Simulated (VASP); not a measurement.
Runs of VASP 6.6.1 on LaBi. The structure is that of space group Fm-3m (No. 225), or close to it. The cells are those of the table. 

```tsv
cell	gap on the mesh (eV)	pressure (GPa)
a = 4.515 Å, angles 60.0°, 2 atoms	none	(b)
a = 4.821 Å, angles 60.0°, 2 atoms	none	(a)
a = 4.703 Å, angles 60.0°, 2 atoms	none	-3.3
a = 4.579 Å, angles 60.0°, 2 atoms	none	0.9
a = 4.763 Å, angles 60.0°, 2 atoms	none	-4.7
a = 4.449 Å, angles 60.0°, 2 atoms	none	6.8
a = 4.642 Å, angles 60.0°, 2 atoms	none	-1.4
```

Alike in all rows: task single point; level LDA; potentials or basis VASP PAW LDA potentials, release 64 (La, Bi_d); no spin polarisation; k mesh 6 × 6 × 6; cutoff (eV) 520; smearing methfessel-paxton 0.05 eV.

Problem. Estimate the missing entries.

Solution. (a) -5.9; (b) 3.6.

Caveats: spin-orbit coupling is left out, which moves the levels of the heavy elements.

A k mesh can miss the band edges, and the runs leave out spin-orbit coupling on Bi, La.

A gap of «none» marks levels without a gap at the run's occupations.
